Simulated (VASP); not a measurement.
Here is a VASP 6.6.1 calculation.

Contents of INCAR:

```
SYSTEM = WS2
PREC = Accurate
ENCUT = 520
EDIFF = 1E-7
ISMEAR = 0
SIGMA = 0.05
LREAL = .False.
LASPH = .True.
NELM = 80
ALGO = Normal
ISIF = 2
LWAVE = .False.
LCHARG = .False.
GGA = PE
IVDW = 12
NBANDS = 20
```

Contents of KPOINTS:

```
Automatic mesh
0
Gamma
  12 12 12
  0 0 0
```

The input POSCAR:

```
WS2
1.0
    1.5000503651      0.8660544821      6.1633300000
   -1.5000503651      0.8660544821      6.1633300000
    0.0000000000     -1.7321089641      6.1633300000
W S
1 2
Direct
    0.0000000000      0.0000000000      0.0000000000
    0.7503000000      0.7503000000      0.7503000000
    0.5810000000      0.5810000000      0.5810000000
```

Potentials or basis: VASP PAW PBE potentials, release 64 (W_sv, S).

Launch:

```sh
$ cat potpaw_PBE.64/W_sv/POTCAR potpaw_PBE.64/S/POTCAR > POTCAR
$ mpirun -np 1 vasp_std > vasp.out
```

Problem. What does it give for the largest force?

Solution. 1.978 eV/Å.

Problem. What does it give for the pressure?

Solution. 21.5 GPa.

Problem. Predict the dispersion energy per atom.

Solution. -0.475 eV.

Forces on the atoms (eV/Å):
```
W    0.000  0.000 -0.771
S    0.000  0.000  1.978
S    0.000  0.000 -1.206
```

Caveat: the cell differs from its parent crystal (strain -0.050 along x and y, +0.000 along z); the stress differs along the axes, from 15 to 24 GPa; forces of over 1 eV/Å act on the atoms, so gaps and moduli don't describe the material at rest.
